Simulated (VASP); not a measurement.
Runs of VASP 6.6.1 on Hf3C2. The structure is that of space group P-3m1 (No. 164), or close to it. The cells are those of the table. 

```tsv
task	cell	k mesh	cutoff (eV)	k mesh for the DOS	occupations for the DOS	gap on the mesh (eV)	pressure (GPa)	largest force (eV/Å)
single point	a = 3.305, b = 3.305, c = 7.910 Å, angles 90.0, 90.0, 120.0°, 5 atoms	6 × 6 × 4	520	-	-	none	-0.6	0.06
single point	a = 3.305, b = 3.305, c = 7.932 Å, angles 90.0, 90.0, 120.0°, 5 atoms	12 × 12 × 6	520	-	-	none	-0.7	0.06
single point	a = 3.332, b = 3.332, c = 8.038 Å, angles 90.0, 90.0, 120.0°, 5 atoms	12 × 12 × 6	520	-	-	none	(b)	0.06
single point	a = 3.180, b = 3.180, c = 7.537 Å, angles 90.0, 90.0, 120.0°, 5 atoms	12 × 12 × 6	520	-	-	none	(a)	0.06
single point	a = 3.357, b = 3.357, c = 8.146 Å, angles 90.0, 90.0, 120.0°, 5 atoms	12 × 12 × 6	520	-	-	none	-8.6	0.06
relaxation of cell and atoms	relaxed from a = 4.317, b = 4.317, c = 5.275 Å, angles 90.0, 90.0, 120.0°, 5 atoms	6 × 6 × 4	600	-	-	none	0.0	-
single point	a = 4.317, b = 4.317, c = 5.275 Å, angles 90.0, 90.0, 120.0°, 5 atoms	6 × 6 × 4	520	-	-	none	-21.1	2.06
```

Alike in all rows: level PBE; potentials or basis VASP PAW PBE potentials, release 64 (Hf_pv, C); no spin polarisation; smearing gaussian 0.1 eV.

Q: Estimate the missing entries.

A: (a) 26.5; (b) -5.0.

Caveats: some runs use coarse meshes; spin-orbit coupling is left out, which moves the levels of the heavy elements; forces of over 1 eV/Å act on the atoms, so gaps and moduli don't describe the material at rest (some runs).

A k mesh can miss the band edges, and the runs leave out spin-orbit coupling on Hf.

A gap of «none» marks levels without a gap at the run's occupations.
